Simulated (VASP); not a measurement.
# Zn (P6_3/mmc) in VASP: a series of runs

Zn is run at these levels: PBE; tasks: single point.

All numbers are computed with VASP 6.6.1; they aren't measurements. Logs are shortened: lines on timing, memory, paths and dates and some standing lists are left out, and cuts for length are marked.

### 1 The cell of the first run

Symmetry: P6_3/mmc, No. 194, hexagonal system. Conventional cell: a = 2.435 Å, b = 2.435 Å, c = 7.956 Å, α = 90.00°, β = 90.00°, γ = 120.00°. Zn (site symmetry -3m) has 12 Zn at 2.44 Å within 3.2 Å. Within 3.2 Å of Zn (site symmetry -6m2) lie 12 Zn at 2.44 Å.

### 2 Single point, PBE

INCAR reads:

```
SYSTEM = Zn
PREC = Accurate ; ENCUT = 520
EDIFF = 1E-6 ; ISMEAR = 0
SIGMA = 0.1 ; LREAL = .False.
LASPH = .True. ; NELM = 80
ALGO = Normal ; ISIF = 2
LWAVE = .False. ; LCHARG = .True.
GGA = PE ; LELF = .True.
LVHAR = .True. ; NBANDS = 32
```

KPOINTS reads:

```
regular mesh
0
Gamma
  12 12 2
  0 0 0
```

POSCAR reads:

```
Zn
1.0
    2.4353814843      0.0000000000      0.0000000000
   -1.2176907422      2.1091022333      0.0000000000
    0.0000000000      0.0000000000      7.9564232174
Zn
4
Direct
    0.0000000000      0.0000000000      0.0000000000
    0.3333333333      0.6666666667      0.2500000000
    0.0000000000      0.0000000000      0.5000000000
    0.6666666667      0.3333333333      0.7500000000
```

Potentials or basis: VASP PAW PBE potentials, release 64 (Zn).

On the command line:

```sh
> cat potpaw_PBE.64/Zn/POTCAR > POTCAR
> mpirun -np 1 vasp_std > vasp.out
```

OUTCAR:

```text
SYSTEM = Zn
   PREC = Accurate
   ENCUT = 520
   EDIFF = 1E-6
   ISMEAR = 0
   LREAL = .False.
   LASPH = .True.
   NELM = 80
   ISIF = 2
   GGA = PE

 ion  position               nearest neighbor table
   1  0.000  0.000  0.000-   2 2.44   4 2.44   4 2.44   2 2.44   4 2.44   2 2.44
   2  0.333  0.667  0.250-   1 2.44   3 2.44   1 2.44   3 2.44   1 2.44   3 2.44
   3  0.000  0.000  0.500-   2 2.44   4 2.44   4 2.44   2 2.44   4 2.44   2 2.44
   4  0.667  0.333  0.750-   1 2.44   3 2.44   1 2.44   3 2.44   1 2.44   3 2.44

  LATTYP: Found a hexagonal cell.
 ALAT       =     2.4353814843
 C/A-ratio  =     3.2670131019

  Lattice vectors:

 A1 = (   2.4353814843,   0.0000000000,   0.0000000000)
 A2 = (  -1.2176907422,   2.1091022333,   0.0000000000)
 A3 = (   0.0000000000,   0.0000000000,   7.9564232174)

Analysis of symmetry for initial positions (statically):
=====================================================================
 Subroutine PRICEL returns:
 Original cell was already a primitive cell.

 Routine SETGRP: Setting up the symmetry group for a
 hexagonal supercell.

 Subroutine GETGRP returns: Found 24 space group operations
 (whereof 12 operations were pure point group operations)
 out of a pool of 24 trial point group operations.

The static configuration has the point symmetry D_3d.
 The point group associated with its full space group is D_6h.

Analysis of symmetry for dynamics (positions and initial velocities):
=====================================================================
 Subroutine PRICEL returns:
 Original cell was already a primitive cell.

 Routine SETGRP: Setting up the symmetry group for a
 hexagonal supercell.

 Subroutine GETGRP returns: Found 24 space group operations
 (whereof 12 operations were pure point group operations)
 out of a pool of 24 trial point group operations.

The dynamic configuration has the point symmetry D_3d.
 The point group associated with its full space group is D_6h.

 Subroutine INISYM returns: Found 24 space group operations
 (whereof 12 operations are pure point group operations),
 and found     1 'primitive' translations

----------------------------------------------------------------------------------------

                                     Primitive cell

  volume of cell :      40.8679

  direct lattice vectors                    reciprocal lattice vectors
     2.435381484  0.000000000  0.000000000     0.410613288  0.237067693  0.000000000
    -1.217690742  2.109102233  0.000000000     0.000000000  0.474135385  0.000000000
     0.000000000  0.000000000  7.956423217     0.000000000  0.000000000  0.125684616

  length of vectors
     2.435381484  2.435381484  7.956423217     0.474135385  0.474135385  0.125684616

  position of ions in fractional coordinates (direct lattice)
     0.000000000  0.000000000  0.000000000
     0.333333333  0.666666667  0.250000000
     0.000000000  0.000000000  0.500000000
     0.666666667  0.333333333  0.750000000

  ion indices of the primitive-cell ions
   primitive index   ion index
                 1           1
                 2           2
                 3           3
                 4           4

----------------------------------------------------------------------------------------

 KPOINTS: regular mesh

Automatic generation of k-mesh.
 Grid dimensions read from file:
 generate k-points for:   12   12    2

 Generating k-lattice:

  Cartesian coordinates                     Fractional coordinates (reciprocal lattice)
     0.034217774  0.019755641  0.000000000     0.083333333 -0.000000000  0.000000000
     0.000000000  0.039511282  0.000000000     0.000000000  0.083333333  0.000000000
     0.000000000  0.000000000  0.062842308     0.000000000  0.000000000  0.500000000

  Length of vectors
     0.039511282  0.039511282  0.062842308

  Shift w.r.t. Gamma in fractional coordinates (k-lattice)
     0.000000000  0.000000000  0.000000000

 Subroutine IBZKPT returns following result:
 ===========================================

 Found     38 irreducible k-points:

 Following reciprocal coordinates:
            Coordinates               Weight
  0.000000  0.000000  0.000000      1.000000
  0.083333  0.000000  0.000000      6.000000
  0.166667  0.000000  0.000000      6.000000
  0.250000  0.000000  0.000000      6.000000
  0.333333  0.000000  0.000000      6.000000
  0.416667 -0.000000  0.000000      6.000000
[... 16 lines left out ...]
  0.250000  0.000000  0.500000      6.000000
  0.333333  0.000000  0.500000      6.000000
 [... further k-points ...]
   k-points           NKPTS =     38   k-points in BZ     NKDIM =     38   number of bands    NBANDS=     32
   number of dos      NEDOS =    301   number of ions     NIONS =      4
   total plane-waves  NPLWV =  19440
   dimension x,y,z NGX =    18 NGY =   18 NGZ =   60
   dimension x,y,z NGXF=    36 NGYF=   36 NGZF=  120
   ions per type =               4
   NGX,Y,Z   is equivalent  to a cutoff of  12.29, 12.29, 12.54 a.u.
   NGXF,Y,Z  is equivalent  to a cutoff of  24.57, 24.57, 25.07 a.u.
 SYSTEM =  Zn
   PREC   = accura    normal or accurate (medium, high low for compatibility)
   ISTART =      0    job   : 0-new  1-cont  2-samecut
   ICHARG =      2    charge: 1-file 2-atom 10-const
   ISPIN  =      1    spin polarized calculation?
   LNONCOLLINEAR =      F non collinear calculations
   LSORBIT =      F    spin-orbit coupling
   LASPH  =      T    aspherical Exc in radial PAW
   ENCUT  =  520.0 eV  38.22 Ry    6.18 a.u.   4.53  4.53 14.79*2*pi/ulx,y,z
   NELM   =     80;   NELMIN=  2; NELMDL= -5     # of ELM steps
   EDIFF  = 0.1E-05   stopping-criterion for ELM
   LREAL  =      F    real-space projection
   EDIFFG = 0.1E-04   stopping-criterion for IOM
   NSW    =      0    number of steps for IOM
   IBRION =     -1    ionic relax: 0-MD 1-quasi-New 2-CG
   NFREE  =      0    steps in history (QN), initial steepest desc. (CG)
   ISIF   =      2    stress and relaxation
   ISYM   =      2    0-nonsym 1-usesym 2-fastsym
   POTIM  = 0.5000    time-step for ionic-motion
   TEBEG  =    0.0;   TEEND  =   0.0 temperature during run
   PSTRESS=    0.0 pullay stress
   NELECT =      48.0000    total number of electrons
   NUPDOWN=      -1.0000    fix difference up-down
   EMIN   =  10.00;   EMAX   =-10.00  energy-range for DOS
   EFERMI =   0.00;   METHOD = LEGACY
   ISMEAR =     0;   SIGMA  =   0.10  broadening in eV -4-tet -1-fermi 0-gaus
   EFERMI_NEDOS =   21; number of points for ismear=-14 and -15
   IALGO  =     38    algorithm
   IMIX   =      4    mixing-type and parameters
     AMIX     =   0.40;   BMIX     =  1.00
     AMIX_MAG =   1.60;   BMIX_MAG =  1.00
  volume/ion in A,a.u.               =      10.22        68.95
  Fermi-wavevector in a.u.,A,eV,Ry     =   1.727273  3.264073 40.592618  2.983473
  Thomas-Fermi vector in A             =   2.802428
   LORBIT       =      0    0 simple, 1 ext, 2 COOP (PROOUT), +10 PAW based schemes
   GGA     = PE    functional components
   LHFCALC =     F    Hartree Fock is set to
   AEXX    =    0.0000 exact exchange contribution
   IVDW    =     0    specifies the selected vdW correction
   LEPSILON=     F    determine dielectric tensor
   LRPA    =     F    only Hartree local field effects (RPA)
 non-spin polarized calculation
 Gauss-broadening in eV      SIGMA  =   0.10
  energy-cutoff  :      520.00
  volume of cell :       40.87
 maximum number of plane-waves:      1124
   NGX =  9   NGY =  9   NGZ = 29

 number of electron      48.0000072 magnetization

 Free energy of the ion-electron system (eV)
  ---------------------------------------------------
  ext. energy  EPLUGINS =         0.00000000
  ---------------------------------------------------
  free energy    TOTEN  =        -1.23265890 eV

  energy without entropy =       -1.23149897  energy(sigma->0) =       -1.23207894

 E-fermi :   7.0020     XC(G=0): -13.8172

 val. band max:        6.8433431234   @ k =   0.1667   0.0833   0.0000
 cond. band min:       7.0770691934   @ k =   0.2500   0.0000   0.0000
 fundamental gap:      0.2337260700
 Fermi energy:         7.0020117297

 k-point     1 :       0.0000    0.0000    0.0000
  band No.  band energies     occupation
      1      -7.5158      2.00000
      2      -5.3114      2.00000
      3      -5.2864      2.00000
      4      -4.1564      2.00000
      5      -2.5902      2.00000
      6      -2.5665      2.00000
[... 24 lines left out ...]
     31      27.6768      0.00000
     32      27.8211      0.00000

 k-point     2 :       0.0833    0.0000    0.0000
  band No.  band energies     occupation
      1      -7.2699      2.00000
      2      -5.1028      2.00000
      3      -5.0791      2.00000
      4      -4.0404      2.00000
      5      -2.7393      2.00000
      6      -2.6863      2.00000
[... 24 lines left out ...]
     31      24.9303      0.00000
     32      26.2169      0.00000

 k-point     3 :       0.1667    0.0000    0.0000
  band No.  band energies     occupation
      1      -6.5557      2.00000
      2      -4.5523      2.00000
      3      -4.5349      2.00000
      4      -3.7571      2.00000
      5      -2.9777      2.00000
      6      -2.8713      2.00000
[... 24 lines left out ...]
     31      22.1773      0.00000
     32      24.8395      0.00000

 k-point     4 :       0.2500    0.0000    0.0000
  band No.  band energies     occupation
      1      -5.4800      2.00000
      2      -4.0251      2.00000
      3      -4.0188      2.00000
      4      -3.5464      2.00000
      5      -3.0748      2.00000
      6      -3.0562      2.00000
[... 654 lines left out ...]
     31      23.0970      0.00000
     32      23.0970      0.00000

 k-point    23 :       0.2500    0.0000    0.5000
  band No.  band energies     occupation
      1      -5.0223      2.00000
      2      -5.0223      2.00000
      3      -3.5074      2.00000
      4      -3.5074      2.00000
      5      -3.1310      2.00000
      6      -3.1310      2.00000
[... 24 lines left out ...]
     31      20.9021      0.00000
     32      20.9021      0.00000

 k-point    24 :       0.3333    0.0000    0.5000
  band No.  band energies     occupation
      1      -4.2576      2.00000
      2      -4.2576      2.00000
      3      -3.6159      2.00000
      4      -3.6159      2.00000
      5      -3.4140      2.00000
      6      -3.4140      2.00000
[... 24 lines left out ...]
     31      19.3823      0.00000
     32      19.3823      0.00000

 [... further k-points ...]

------------------------ aborting loop because EDIFF is reached ----------------------------------------

  FORCE on cell =-STRESS in cart. coord.  units (eV):
  Direction    XX          YY          ZZ          XY          YZ          ZX
  --------------------------------------------------------------------------------------
  -------------------------------------------------------------------------------------
  Total       19.2173971     19.2173971     20.1124686     -0.0000000     -0.0000000      0.0000000
  in kB      753.3948353    753.3948353    788.4850332     -0.0000000     -0.0000000      0.0000000
  external PRESSURE =     765.0915679 kB  Pullay stress =       0.0000000 kB

 VOLUME and BASIS-vectors are now :
 -----------------------------------------------------------------------------
  energy-cutoff  :      520.00
  volume of cell :       40.87
      direct lattice vectors                 reciprocal lattice vectors
     2.435381484  0.000000000  0.000000000     0.410613288  0.237067693  0.000000000
    -1.217690742  2.109102233  0.000000000     0.000000000  0.474135385  0.000000000
     0.000000000  0.000000000  7.956423217     0.000000000  0.000000000  0.125684616

 POSITION                                       TOTAL-FORCE (eV/Angst)
 -----------------------------------------------------------------------------------
      0.00000      0.00000      0.00000        -0.000000      0.000000     -0.000000
     -0.00000      1.40607      1.98911        -0.000000      0.000000     -0.000000
      0.00000      0.00000      3.97821        -0.000000      0.000000     -0.000000
      1.21769      0.70303      5.96732         0.000000     -0.000000      0.000000
 -----------------------------------------------------------------------------------
    total drift:                                0.000000     -0.000000      0.000000

  FREE ENERGIE OF THE ION-ELECTRON SYSTEM (eV)
  ---------------------------------------------------
  free  energy   TOTEN  =        -1.2326589024 eV

  energy  without entropy=       -1.2314989694  energy(sigma->0) =       -1.23207894
```

It took 23 s on 1 thread of Intel Xeon 6975P-C (Granite Rapids), shared host; peak memory 0.16 GiB.

What came out:

```yaml
Free_energy: -1.2327 eV
Pressure: 76.5 GPa
Band_gap_on_the_k_mesh: zero (band 24 reaches 8.73 eV, above the bottom of band 25 at 6.06 eV)
```

Stress tensor (GPa, compression positive):
```
75.34  0.00  0.00
 0.00 75.34  0.00
 0.00  0.00 78.85
```

Caveat: the k points lie up to 0.39 Å⁻¹ apart.

(Continued in part 2 of 2.)
